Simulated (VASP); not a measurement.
# BaTiO3 (R3m) in VASP: notebook

Runs on BaTiO3. Level: PBE. Tasks: single point.

Program: VASP 6.6.1. These are calculated values, not measurements. Logs are shortened: lines on timing, memory, paths and dates and some standing lists are left out, and cuts for length are marked.

## 1. The cell of the first run

It takes space group R3m (No. 160, trigonal). Conventional cell: a = 5.726 Å, b = 5.726 Å, c = 7.069 Å, α = 90.00°, β = 90.00°, γ = 120.00°. Within 3.6 Å of Ba (site symmetry 3m) lie 12 O at 2.74 to 3.02 Å and 8 Ti at 3.48 to 3.59 Å. Ti (site symmetry 3m) has 6 O at 1.87 to 2.21 Å within 2.5 Å. O (site symmetry m) has 2 Ti at 1.87 to 2.21 Å within 2.5 Å.

## 2. Single point, PBE

Contents of INCAR:

```
SYSTEM = BaTiO3
PREC = Accurate
ENCUT = 520
EDIFF = 1E-7
ISMEAR = 0
SIGMA = 0.05
LREAL = .False.
LASPH = .True.
NELM = 60
ALGO = Normal
ISIF = 2
LWAVE = .False.
LCHARG = .False.
GGA = PE
NBANDS = 28
```

Contents of KPOINTS:

```
Automatic mesh
0
Gamma
  6 6 6
  0 0 0
```

Contents of POSCAR:

```
BaTiO3
1.0
    2.8630706910      1.6529946342      2.3563003940
   -2.8630706910      1.6529946342      2.3563003940
    0.0000000000     -3.3059892684      2.3563003940
Ba Ti O
1 1 3
Direct
    0.0120277556      0.0120277556      0.0120277556
    0.5191875227      0.5191875227      0.5191875227
    0.4883938465      0.4883938465      0.9777702638
    0.4883938465      0.9777702638      0.4883938465
    0.9777702638      0.4883938465      0.4883938465
```

Potentials or basis: VASP PAW PBE potentials, release 64 (Ba_sv, Ti_sv, O).

Command:

```bash
> cat potpaw_PBE.64/Ba_sv/POTCAR potpaw_PBE.64/Ti_sv/POTCAR potpaw_PBE.64/O/POTCAR > POTCAR
> mpirun -np 1 vasp_std > vasp.out
```

OUTCAR:

```text
SYSTEM = BaTiO3
   PREC = Accurate
   ENCUT = 520
   EDIFF = 1E-7
   ISMEAR = 0
   LREAL = .False.
   LASPH = .True.
   NELM = 60
   ISIF = 2
   GGA = PE

 ion  position               nearest neighbor table
   1  0.012  0.012  0.012-   4 2.74   5 2.74   3 2.74   3 2.87   3 2.87   4 2.87   5 2.87   5 2.87
                             4 2.87   5 3.02   4 3.02   3 3.02   2 3.48   2 3.49   2 3.49   2 3.49
   2  0.519  0.519  0.519-   4 1.87   5 1.87   3 1.87   4 2.21   5 2.21   3 2.21   1 3.48   1 3.49
                             1 3.49   1 3.49   1 3.53   1 3.53   1 3.53   1 3.59
   3  0.488  0.488  0.978-   2 1.87   2 2.21   1 2.74   1 2.87   1 2.87   1 3.02
   4  0.488  0.978  0.488-   2 1.87   2 2.21   1 2.74   1 2.87   1 2.87   1 3.02
   5  0.978  0.488  0.488-   2 1.87   2 2.21   1 2.74   1 2.87   1 2.87   1 3.02

  LATTYP: Found a trigonal (rhomboedric) cell.
 ALAT       =     4.0597680462
 COS(alpha) =     0.0053009664

  Lattice vectors:

 A1 = (   2.8630706910,   1.6529946342,   2.3563003940)
 A2 = (  -2.8630706910,   1.6529946342,   2.3563003940)
 A3 = (   0.0000000000,  -3.3059892684,   2.3563003940)

Analysis of symmetry for initial positions (statically):
=====================================================================
 Subroutine PRICEL returns:
 Original cell was already a primitive cell.

 Routine SETGRP: Setting up the symmetry group for a
 trigonal (rhombohedral) supercell.

 Subroutine GETGRP returns: Found  6 space group operations
 (whereof  6 operations were pure point group operations)
 out of a pool of 12 trial point group operations.

The static configuration has the point symmetry C_3v.

Analysis of symmetry for dynamics (positions and initial velocities):
=====================================================================
 Subroutine PRICEL returns:
 Original cell was already a primitive cell.

 Routine SETGRP: Setting up the symmetry group for a
 trigonal (rhombohedral) supercell.

 Subroutine GETGRP returns: Found  6 space group operations
 (whereof  6 operations were pure point group operations)
 out of a pool of 12 trial point group operations.

The dynamic configuration has the point symmetry C_3v.

 Subroutine INISYM returns: Found  6 space group operations
 (whereof  6 operations are pure point group operations),
 and found     1 'primitive' translations

[... 100 lines left out ...]
   EDIFF  = 0.1E-06   stopping-criterion for ELM
   LREAL  =      F    real-space projection
   EDIFFG = 0.1E-05   stopping-criterion for IOM
   NSW    =      0    number of steps for IOM
   IBRION =     -1    ionic relax: 0-MD 1-quasi-New 2-CG
   NFREE  =      0    steps in history (QN), initial steepest desc. (CG)
   ISIF   =      2    stress and relaxation
   ISYM   =      2    0-nonsym 1-usesym 2-fastsym
   POTIM  = 0.5000    time-step for ionic-motion
   TEBEG  =    0.0;   TEEND  =   0.0 temperature during run
   PSTRESS=    0.0 pullay stress
   NELECT =      40.0000    total number of electrons
   NUPDOWN=      -1.0000    fix difference up-down
   EMIN   =  10.00;   EMAX   =-10.00  energy-range for DOS
   EFERMI =   0.00;   METHOD = LEGACY
   ISMEAR =     0;   SIGMA  =   0.05  broadening in eV -4-tet -1-fermi 0-gaus
   EFERMI_NEDOS =   21; number of points for ismear=-14 and -15
   IALGO  =     38    algorithm
   IMIX   =      4    mixing-type and parameters
     AMIX     =   0.40;   BMIX     =  1.00
     AMIX_MAG =   1.60;   BMIX_MAG =  1.00
  volume/ion in A,a.u.               =      13.38        90.31
  Fermi-wavevector in a.u.,A,eV,Ry     =   1.379112  2.606145 25.877617  1.901951
  Thomas-Fermi vector in A             =   2.504112
   LORBIT       =      0    0 simple, 1 ext, 2 COOP (PROOUT), +10 PAW based schemes
   GGA     = PE    functional components
   LHFCALC =     F    Hartree Fock is set to
   AEXX    =    0.0000 exact exchange contribution
   IVDW    =     0    specifies the selected vdW correction
   LEPSILON=     F    determine dielectric tensor
   LRPA    =     F    only Hartree local field effects (RPA)
 non-spin polarized calculation
 Gauss-broadening in eV      SIGMA  =   0.05
  energy-cutoff  :      520.00
  volume of cell :       66.91
 maximum number of plane-waves:      1820
   NGX = 15   NGY = 15   NGZ = 15

 number of electron      40.0000015 magnetization

 Free energy of the ion-electron system (eV)
  ---------------------------------------------------
  ext. energy  EPLUGINS =         0.00000000
  ---------------------------------------------------
  free energy    TOTEN  =       -40.04542761 eV

  energy without entropy =      -40.04542761  energy(sigma->0) =      -40.04542761

 E-fermi :   3.7105     XC(G=0): -11.0056

 val. band max:        3.4260154655   @ k =   0.5000   0.5000   0.5000
 cond. band min:       6.0148832269   @ k =   0.0000   0.0000   0.0000
 fundamental gap:      2.5888677614
 Fermi energy:         3.7105158143

 k-point     1 :       0.0000    0.0000    0.0000
  band No.  band energies     occupation
      1     -52.8703      2.00000
      2     -29.1253      2.00000
      3     -29.1235      2.00000
      4     -29.1235      2.00000
      5     -21.4540      2.00000
      6     -13.2838      2.00000
[... 733 lines left out ...]
     27      11.4040      0.00000
     28      11.8808      0.00000

 [... further k-points ...]

------------------------ aborting loop because EDIFF is reached ----------------------------------------

  FORCE on cell =-STRESS in cart. coord.  units (eV):
  Direction    XX          YY          ZZ          XY          YZ          ZX
  --------------------------------------------------------------------------------------
  -------------------------------------------------------------------------------------
  Total        0.7274216      0.7274216      0.8027475      0.0000000     -0.0000000      0.0000000
  in kB       17.4185233     17.4185233     19.2222447      0.0000000     -0.0000000      0.0000000
  external PRESSURE =      18.0197638 kB  Pullay stress =       0.0000000 kB

 VOLUME and BASIS-vectors are now :
 -----------------------------------------------------------------------------
  energy-cutoff  :      520.00
  volume of cell :       66.91
      direct lattice vectors                 reciprocal lattice vectors
     2.863070691  1.652994634  2.356300394     0.174637672  0.100827107  0.141464702
    -2.863070691  1.652994634  2.356300394    -0.174637672  0.100827107  0.141464702
     0.000000000 -3.305989268  2.356300394     0.000000000 -0.201654214  0.141464702

 POSITION                                       TOTAL-FORCE (eV/Angst)
 -----------------------------------------------------------------------------------
      0.00000      0.00000      0.08502         0.000000      0.000000     -0.335641
      0.00000      0.00000      3.67009         0.000000      0.000000      0.071128
      0.00000     -1.61787      4.60553         0.000000     -0.034039      0.088171
     -1.40112      0.80894      4.60553        -0.029479      0.017019      0.088171
      1.40112      0.80894      4.60553         0.029479      0.017019      0.088171
 -----------------------------------------------------------------------------------
    total drift:                               -0.000000     -0.000005     -0.000116

  FREE ENERGIE OF THE ION-ELECTRON SYSTEM (eV)
  ---------------------------------------------------
  free  energy   TOTEN  =       -40.0454276096 eV

  energy  without entropy=      -40.0454276096  energy(sigma->0) =      -40.04542761
```

It took 88 s on 1 thread of Intel Xeon Platinum 8488C (Sapphire Rapids), shared host; peak memory 0.21 GiB.

What came out:

| Item | Value |
| --- | --- |
| Free energy | -40.0454 eV |
| Pressure | 1.8 GPa |
| Largest force | 0.336 eV/Å |
| Band gap on the k mesh | 2.59 eV, indirect (least direct gap 3.14 eV) |

Forces in eV/Å, atoms in the order of the input:
```
Ba   0.000  0.000 -0.336
Ti   0.000  0.000  0.071
O    0.000 -0.034  0.088
O   -0.029  0.017  0.088
O    0.029  0.017  0.088
```

Caveat: the cell differs from its parent crystal (all Ba atoms moved -0.050 Å, as atom 1 towards its neighbour atom 2 (Ti) at 3.434 Å); spin-orbit coupling is left out, which moves the levels of the heavy elements. A k mesh can miss the band edges.

## 3. Single point, PBE

Contents of INCAR:

```
ALGO = Normal ; EDIFF = 1E-7
ENCUT = 520 ; GGA = PE
ISIF = 2 ; ISMEAR = 0
LASPH = T ; LCHARG = F
LREAL = F ; LWAVE = F
NBANDS = 28 ; NELM = 100
PREC = Accurate ; SIGMA = 0.05
```

Contents of KPOINTS:

```
k-points
0
Gamma
  6 6 6
```

Changes to POSCAR since step 2:

```diff
@@ -8,3 +8,3 @@
 Direct
-    0.0120277556      0.0120277556      0.0120277556
+   -0.0198018024     -0.0198018024     -0.0198018024
     0.5191875227      0.5191875227      0.5191875227
```

Potentials or basis: VASP PAW PBE potentials, release 64 (Ba_sv, Ti_sv, O).

Command:

```bash
> cat potpaw_PBE.64/Ba_sv/POTCAR potpaw_PBE.64/Ti_sv/POTCAR potpaw_PBE.64/O/POTCAR > POTCAR
> mpirun -np 1 vasp_std > vasp.out
```

It took 93 s on 1 thread of Intel Xeon Platinum 8488C (Sapphire Rapids), shared host; peak memory 0.21 GiB.

The run converged. Its results:

| Item | Value |
| --- | --- |
| Free energy | -39.9776 eV |
| Pressure | 1.9 GPa |
| Largest force | 0.932 eV/Å |
| Band gap on the k mesh | 2.55 eV, indirect (least direct gap 3.08 eV) |

Forces on the atoms (eV/Å):
```
Ba   0.000  0.000  0.932
Ti   0.000  0.000 -0.687
O    0.000 -0.001 -0.082
O   -0.001  0.000 -0.082
O    0.001  0.000 -0.082
```

Stress tensor (GPa, compression positive):
```
1.58 0.00 0.00
0.00 1.58 0.00
0.00 0.00 2.43
```

Levels at points of the mesh, in eV from the valence-band top:
| k point | band 17 | band 18 | band 19 | band 20 | band 21 | band 22 | band 23 | band 24 |
| --- | --- | --- | --- | --- | --- | --- | --- | --- |
| (0.00, 0.00, 0.00) | -0.98 | -0.66 | -0.53 | -0.53 | 2.55 | 2.55 | 2.70 | 4.50 |
| (0.50, 0.00, 0.00) | -1.57 | -1.41 | -1.06 | -0.87 | 2.75 | 3.73 | 3.87 | 4.45 |
| (0.50, 0.50, 0.00) | -1.59 | -0.94 | -0.88 | -0.09 | 3.81 | 3.85 | 4.13 | 4.92 |
| (0.50, 0.50, 0.50) | -2.29 | -0.01 | -0.01 | 0.00 | 4.10 | 4.38 | 4.38 | 6.35 |

Caveat: the cell differs from its parent crystal (all Ba atoms moved +0.175 Å, as atom 1 towards its neighbour atom 2 (Ti) at 3.434 Å); spin-orbit coupling is left out, which moves the levels of the heavy elements.
